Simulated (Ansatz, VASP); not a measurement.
Two plane-wave programs on H6C3O

```
O C H
1.0
     7.66309    0.00000    0.00000
     0.00000    7.66309    0.00000
     0.00000    0.00000    7.66309
O C H
3 9 18
Direct
  0.15766 0.06902 0.47006
  0.66532 0.00380 0.53206
  0.85123 0.40328 0.44781
  0.27207 0.13778 0.40578
  0.75550 0.95203 0.42630
  0.87677 0.42812 0.30382
  0.18891 0.31547 0.88361
  0.34048 0.18779 0.90494
  0.43967 0.68034 0.22249
  0.31959 0.64360 0.37712
  0.93244 0.80879 0.91341
  0.78233 0.68877 0.86026
  0.23583 0.44785 0.85466
  0.10160 0.27671 0.77674
  0.10893 0.32338 0.00232
  0.29358 0.05425 0.92831
  0.42359 0.18423 0.78809
  0.42433 0.22411 0.01555
  0.39804 0.60841 0.10574
  0.44190 0.81952 0.18816
  0.57477 0.64141 0.25018
  0.36254 0.71214 0.49558
  0.18514 0.68530 0.34982
  0.31655 0.50368 0.40782
  0.92016 0.85070 0.05004
  0.05912 0.74292 0.89973
  0.93646 0.92728 0.83269
  0.79659 0.64235 0.72521
  0.77634 0.57286 0.94436
  0.65597 0.75603 0.86993
```

Alike in both runs: functional PBE; k mesh 1 × 1 × 1; occupations fermi-dirac, width 0.05 eV; no spin polarisation.

Ansatz relaxed the structure, and its values are those at the end. VASP's run is a single point on that final structure, the one shown.

```csv
,VASP,Ansatz
version,VASP 6.6.1,Ansatz 0.2.0
potentials or method,"VASP PAW PBE potentials, release 64 (O, C, H), cutoff 520 eV","scalar-relativistic, plane waves, PAW"
valence electrons in the cell,72,72
```

```tsv
	VASP	Ansatz	Ansatz less VASP
rms of the force components (eV/Å)	0.208	0.036	-0.1722
```

One of these differences is far larger than is usual between the two programs; its cause wasn't traced.

Noted on VASP's run: the standard files for N, O and F lose accuracy on very short bonds.
